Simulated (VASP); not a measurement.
Li, 1 atom in the cell. The structure is cubic, space group Im-3m (No. 229). Conventional cell: a = 3.453 Å, b = 3.453 Å, c = 3.453 Å, α = 90.00°, β = 90.00°, γ = 90.00°. Within 3.9 Å of Li (site symmetry m-3m) lie 14 Li at 2.99 to 3.45 Å.  This cell differs from its parent crystal: volume scaled by 0.96.

```yaml
Program: VASP 6.6.1
Task: electric field gradients
Functional: PBEsol
Potentials_or_basis: VASP PAW PBE potentials, release 64 (Li_sv)
Cutoff: 520 eV
k_mesh: 15 × 15 × 15
Occupations: fermi-dirac, width 0.08 eV
Spin: no spin polarisation
Dipole_correction: no
Further_INCAR_settings: ALGO = Normal; EDIFF = 1e-08; NBANDS = 8
```

Potentials or basis: VASP PAW PBE potentials, release 64 (Li_sv).

The run is started by

```sh
$ cat potpaw_PBE.64/Li_sv/POTCAR > POTCAR
$ mpirun -np 1 vasp_std > vasp.out
```

Hardware: 1 thread of AMD EPYC 9R45 96-Core Processor (Zen 5), on a shared host.

Estimate the wall time of this run.

Wall time 8.5 s on 1 thread of AMD EPYC 9R45 96-Core Processor (Zen 5), on a shared host, peak memory 0.11 GiB. Counts: scf iterations 12, k points 120.
